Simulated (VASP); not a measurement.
## Cu: single point with PBEsol

Crystal: Cu.

```xyz
4
Lattice="2.5308 0.0000 0.0000 -1.2654 2.1917 0.0000 0.0000 0.0000 8.2618" Properties=species:S:1:pos:R:3 pbc="T T T"
Cu    0.0000    0.0000    0.0000
Cu    0.0000    1.4611    2.0655
Cu    0.0000    0.0000    4.1309
Cu    1.2654    0.7306    6.1964
```

This isn't the form of Cu at room conditions, which is fcc.

```
Program             : VASP 6.6.1
Task                : single point
Functional          : PBEsol
Potentials or basis : VASP PAW PBE potentials, release 64 (Cu)
Cutoff              : 520 eV
k mesh              : 10 × 10 × 3
Occupations         : methfessel-paxton, width 0.1 eV
Spin                : no spin polarisation
```

The pressure is -1.1 GPa and the band gap on the k mesh is zero (bands 22 and 23 overlap by 4.81 eV).

Stress tensor (GPa, compression positive):
```
-0.76  0.00  0.00
 0.00 -0.76  0.00
 0.00  0.00 -1.68
```

Levels at points of the mesh, in eV from the Fermi level:
| k point | band 20 | band 21 | band 22 | band 23 | band 24 | band 25 | band 26 | band 27 |
| --- | --- | --- | --- | --- | --- | --- | --- | --- |
| (0.00, 0.00, 0.00) | -1.98 | -1.98 | -1.68 | -1.68 | -1.11 | 3.91 | 12.70 | 12.70 |
| (0.50, 0.00, 0.00) | -1.52 | -0.68 | 0.35 | 0.98 | 1.56 | 4.72 | 4.75 | 8.63 |

Wall time 75 s on 1 thread of Intel Xeon 8259CL, with other jobs on the host, peak memory 0.17 GiB.

Caveat: the PAW data sets were made with another functional, which shifts forces and pressure a little.
